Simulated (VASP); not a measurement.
Set up this calculation in VASP 6.6.1, as the native input.

```
Task                   : single point
Functional             : r2SCAN
Potentials or basis    : VASP PAW PBE potentials, release 64 (Te, Mo_sv)
Cutoff                 : 520 eV
k mesh                 : 9 × 9 × 2
Occupations            : gaussian, width 0.05 eV
Spin                   : no spin polarisation
Dipole correction      : no
Further INCAR settings : ALGO = Normal; EDIFF = 1e-07; NBANDS = 35
```

The system is Te2Mo.

```xyz
6
Lattice="-3.5635 0.0000 0.0000 -1.7818 -3.0861 0.0000 -2.2274 -1.2860 14.7262" Properties=species:S:1:pos:R:3 pbc="T T T"
Te   -1.7818   -1.0287    9.2552
Te   -3.5635   -2.0574    1.8921
Te   -1.7818   -1.0287   12.8341
Te   -3.5635   -2.0574    5.4710
Mo   -1.7818   -1.0287    3.6816
Mo   -3.5635   -2.0574   11.0447
```

This cell differs from its parent crystal: the part above a cut slid along it.

These files were run (other wordings do the same):

POSCAR

```
Te2Mo
1.0
   -3.5635452172      0.0000000000      0.0000000000
   -1.7817726086     -3.0861206856      0.0000000000
   -2.2273939380     -1.2859864897     14.7262210532
Te Mo
4 2
Direct
    0.0714440693      0.0714440693      0.6284839550
    0.6131274026      0.6131274026      0.1284839550
   -0.0298274026     -0.0298274026      0.8715160450
    0.5118559307      0.5118559307      0.3715160450
    0.2291583333      0.2291583333      0.2500000000
    0.3541416667      0.3541416667      0.7500000000
```

INCAR.step1

```
  PREC = Accurate
  ENCUT = 520
  ISMEAR = 0
  SIGMA = 0.05
  LREAL = F
  LASPH = T
  NELM = 60
  NBANDS = 35
  GGA = PE
  ALGO = Normal
  EDIFF = 1E-4
  LWAVE = T
  LCHARG = F
```

INCAR.step2

```
  PREC = Accurate
  ENCUT = 520
  EDIFF = 1E-7
  ISMEAR = 0
  SIGMA = 0.05
  LREAL = F
  LASPH = T
  NELM = 60
  ALGO = Normal
  ISIF = 2
  LWAVE = F
  LCHARG = F
  METAGGA = R2SCAN
  LMIXTAU = T
  NBANDS = 35
  ISTART = 1
```

KPOINTS

```
regular mesh
0
Gamma
  9 9 2
```

Potentials or basis: VASP PAW PBE potentials, release 64 (Te, Mo_sv).

Launch:

```sh
$ cat potpaw_PBE.64/Te/POTCAR potpaw_PBE.64/Mo_sv/POTCAR > POTCAR
$ cp INCAR.step1 INCAR
$ mpirun -np 1 vasp_std > vasp.out
$ cp INCAR.step2 INCAR
$ mpirun -np 1 vasp_std > vasp.out
```

It gave:

```
Pressure               : 0.3 GPa
Largest force          : 0.052 eV/Å
Band gap on the k mesh : 1.03 eV (least direct gap 1.08 eV)
```

Caveat: the cell differs from its parent crystal (the part above a cut slid along it); the PAW data sets were made with another functional, which shifts forces and pressure a little; spin-orbit coupling is left out, which moves the levels of the heavy elements.

It took 9.6 min on 1 thread of Intel(R) Xeon(R) 6975P-C (Granite Rapids), on a shared host, peak memory 0.46 GiB.
